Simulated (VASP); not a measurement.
Input of a VASP 6.6.1 run:

File INCAR:

```
  ALGO = Normal
  EDIFF = 1E-6
  ENCUT = 520
  GGA = PE
  ISIF = 2
  ISMEAR = 0
  ISPIN = 2
  LASPH = T
  LCHARG = F
  LDAU = T
  LDAUJ = 0.9 0
  LDAUL = 2 -1
  LDAUPRINT = 1
  LDAUTYPE = 1
  LDAUU = 4 0
  LMAXMIX = 4
  LORBIT = 11
  LREAL = F
  LWAVE = F
  MAGMOM = 0 0 0 0
  NBANDS = 28
  NELM = 150
  PREC = Accurate
  SIGMA = 0.05
```

Contents of KPOINTS:

```
k-points
0
Gamma
  7 7 4
```

Contents of POSCAR:

```
TaN
1.0
    3.0480018400      0.0000000000      0.0000000000
   -1.5240009200      2.6396470300      0.0000000000
    0.0000000000      0.0000000000      4.9179997800
Ta N
2 2
Direct
    0.0000000000      0.0000000000      0.0000000000
    0.0000000000      0.0000000000      0.5000000000
    0.3333333333      0.6666666667      0.2500000000
    0.6666666667      0.3333333333      0.7500000000
```

Potentials or basis: VASP PAW PBE potentials, release 64 (Ta_pv, N).

Launch:

```bash
$ cat potpaw_PBE.64/Ta_pv/POTCAR potpaw_PBE.64/N/POTCAR > POTCAR
$ mpirun -np 1 vasp_std > vasp.out
```

(1) Predict the band gap on the k mesh.

(2) Estimate the net moment.

(3) Predict the pressure.

Results:

(1) zero (filled and empty bands overlap).

(2) 0.00 μB per cell.

(3) 72.3 GPa.

Caveat: spin-orbit coupling is left out, which moves the levels of the heavy elements.
